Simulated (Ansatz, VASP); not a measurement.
**One calculation of C, two programs**

POSCAR

```
C
1.0
    0.0000000000      1.7857368623      1.7857368623
    1.7857368623      0.0000000000      1.7857368623
    1.7857368623      1.7857368623      0.0000000000
C
2
Direct
    0.0000000000      0.0000000000      0.0000000000
    0.2500000000      0.2500000000      0.2500000000
```

Contents of INCAR.step1:

```
PREC = Accurate
ENCUT = 520
EDIFF = 1E-5
ISMEAR = 0
SIGMA = 0.02
LREAL = False
LASPH = True
NELM = 80
ALGO = Normal
ISIF = 2
LWAVE = True
LCHARG = False
NBANDS = 11
GGA = PE
```

File INCAR.step2:

```
PREC = Accurate
ENCUT = 520
EDIFF = 1E-6
ISMEAR = 0
SIGMA = 0.02
LREAL = False
LASPH = True
NELM = 80
ALGO = Normal
ISIF = 2
LWAVE = False
LCHARG = False
GGA = PE
LHFCALC = True
AEXX = 0.25
PRECFOCK = Normal
NBANDS = 11
ISTART = 1
```

KPOINTS

```
Automatic mesh
0
Gamma
  8 8 8
```

Input for Ansatz:

```yaml
crystal:
  lattice:
    - [0.0, 1.7857368623, 1.7857368623]
    - [1.7857368623, 0.0, 1.7857368623]
    - [1.7857368623, 1.7857368623, 0.0]
  atoms:
    - { symbol: C, position: [0.0, 0.0, 0.0] }
    - { symbol: C, position: [0.25, 0.25, 0.25] }
basis:
  ecutwfc: 420
kpoints:
  mp_grid: { grid: [8, 8, 8] }
  band_path:
    path:
      - [[0.0, 0.0, 0.0], [0.5, 0.0, 0.5], [0.625, 0.25, 0.625]]
      - [[0.375, 0.375, 0.75], [0.0, 0.0, 0.0], [0.5, 0.5, 0.5], [0.5, 0.25, 0.75], [0.5, 0.0, 0.5]]
    npoints: 4
hamiltonian:
  xc: pbe0
scf:
  occupations: { method: gaussian, width: 0.02 }
output:
  forces: true
  stress: true
  eigenvalues: true
  populations: true
  dos: { projected: true, de: 0.02 }
  bader: false
  write_density: true
  write_potential: true
  elf: true
  volumetric_format: npy
```

Alike in both runs: task single point; functional PBE0; k mesh 8 × 8 × 8; occupations gaussian, width 0.02 eV; no spin polarisation.

|  | VASP | Ansatz |
| --- | --- | --- |
| version | VASP 6.6.1 | Ansatz 0.2.0 |
| potentials or method | VASP PAW PBE potentials, release 64 (C), cutoff 520 eV | scalar-relativistic, plane waves, PAW |
| valence electrons in the cell | 8 | 8 |

VASP gave:

| Item | Value |
| --- | --- |
| gap on the k mesh at the Fermi level (eV) | 6.03 |
| least direct gap on the mesh (eV) | 7.70 |
| pressure (GPa) | -9.2 |

Q: What did Ansatz give for the same quantities?

A: gap on the k mesh at the Fermi level (eV): 6.03; least direct gap on the mesh (eV): 7.69; pressure (GPa): -10.0.

Ansatz's warnings: stress exchange threshold loose, stress scf threshold loose.
